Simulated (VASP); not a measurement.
Mn2AlP3: single point with PBE

The system is Mn2AlP3.

```
CELL_PARAMETERS angstrom
3.50412 0.00000 0.00000
0.00000 3.50412 0.00000
0.00000 0.00000 7.67973
ATOMIC_POSITIONS crystal
Mn 0.00000 0.50000 0.73400
Mn 0.50000 0.00000 0.26600
Al 0.00000 0.00000 0.00000
P 0.50000 0.50000 0.00000
P 0.00000 0.50000 0.38200
P 0.50000 0.00000 0.61800
```

The cell was built from a structure type or drawn by symmetry, and may not be a known phase.

```
Program             : VASP 6.6.1
Task                : single point
Functional          : PBE
Potentials or basis : VASP PAW PBE potentials, release 64 (Mn_pv, Al, P)
Cutoff              : 520 eV
k mesh              : 6 × 6 × 2
Occupations         : gaussian, width 0.1 eV
Spin                : collinear spin, ferromagnetic start
Starting moments    : [4.0, 4.0, 0.0, 0.0, 0.0, 0.0] μB
```

The pressure is -13.3 GPa. The largest force is 0.606 eV/Å. The net moment is 4.93 μB per cell. The site moments are Mn +2.81; Al -0.07; P -0.00, -0.17 (each value once) μB. The valence electrons inside the program's atomic spheres are Mn 11.53; Al 0.77; P 2.49, 2.35 (each value once).

Forces in eV/Å, atoms in the order of the input:
```
Mn   0.000  0.000 -0.606
Mn   0.000  0.000  0.606
Al   0.000  0.000  0.000
P    0.000  0.000  0.000
P    0.000  0.000  0.243
P    0.000  0.000 -0.243
```

Stress tensor (GPa, compression positive):
```
-12.70   0.00   0.00
  0.00 -12.70   0.00
  0.00   0.00 -14.41
```

Levels at points of the mesh, in eV from the Fermi level:
Spin up:
| k point | band 20 | band 21 | band 22 | band 23 | band 24 | band 25 | band 26 | band 27 | band 28 | band 29 |
| --- | --- | --- | --- | --- | --- | --- | --- | --- | --- | --- |
| (0.00, 0.00, 0.00) | -1.75 | -1.75 | -1.70 | -0.17 | 0.32 | 0.73 | 0.73 | 1.12 | 1.12 | 1.58 |
| (0.50, 0.00, 0.00) | -1.89 | -1.53 | -1.50 | -0.29 | -0.24 | 0.87 | 1.25 | 1.50 | 2.09 | 2.15 |
| (0.50, 0.50, 0.00) | -2.23 | -1.55 | -1.55 | -1.08 | -1.08 | -0.75 | 0.27 | 0.27 | 0.58 | 2.38 |
| (0.00, 0.00, 0.50) | -1.68 | -1.01 | -1.01 | -0.92 | -0.40 | -0.40 | 1.12 | 1.39 | 1.87 | 1.87 |
| (0.50, 0.00, 0.50) | -1.86 | -1.50 | -1.46 | -0.64 | -0.38 | 0.01 | 2.05 | 2.16 | 2.30 | 3.20 |
| (0.50, 0.50, 0.50) | -2.23 | -1.55 | -1.55 | -1.35 | -1.35 | -0.38 | 0.41 | 0.41 | 1.07 | 1.34 |
Spin down:
| k point | band 16 | band 17 | band 18 | band 19 | band 20 | band 21 | band 22 | band 23 | band 24 | band 25 |
| --- | --- | --- | --- | --- | --- | --- | --- | --- | --- | --- |
| (0.00, 0.00, 0.00) | -1.71 | -0.85 | 0.13 | 0.13 | 0.22 | 0.32 | 0.56 | 0.65 | 1.14 | 1.14 |
| (0.50, 0.00, 0.00) | -1.62 | -1.41 | -1.21 | -0.57 | 0.02 | 1.18 | 1.29 | 1.40 | 1.42 | 1.80 |
| (0.50, 0.50, 0.00) | -2.80 | -2.80 | -2.55 | -1.56 | -0.81 | 1.48 | 1.48 | 1.62 | 1.62 | 1.66 |
| (0.00, 0.00, 0.50) | -1.85 | -0.93 | -0.77 | 0.27 | 0.27 | 0.59 | 0.61 | 0.84 | 0.93 | 0.93 |
| (0.50, 0.00, 0.50) | -1.66 | -0.96 | -0.86 | -0.52 | 0.15 | 1.06 | 1.30 | 1.44 | 1.67 | 1.89 |
| (0.50, 0.50, 0.50) | -2.22 | -2.22 | -2.10 | -1.96 | -1.12 | 1.11 | 1.11 | 1.59 | 1.59 | 1.61 |

It took 80 s on 1 thread of Intel(R) Xeon(R) Platinum 8488C (Sapphire Rapids), with other jobs on the host, peak memory 0.29 GiB.

Caveat: the k points lie up to 0.41 Å⁻¹ apart; only a ferromagnetic start was run, and an antiferromagnetic order may lie lower in energy.
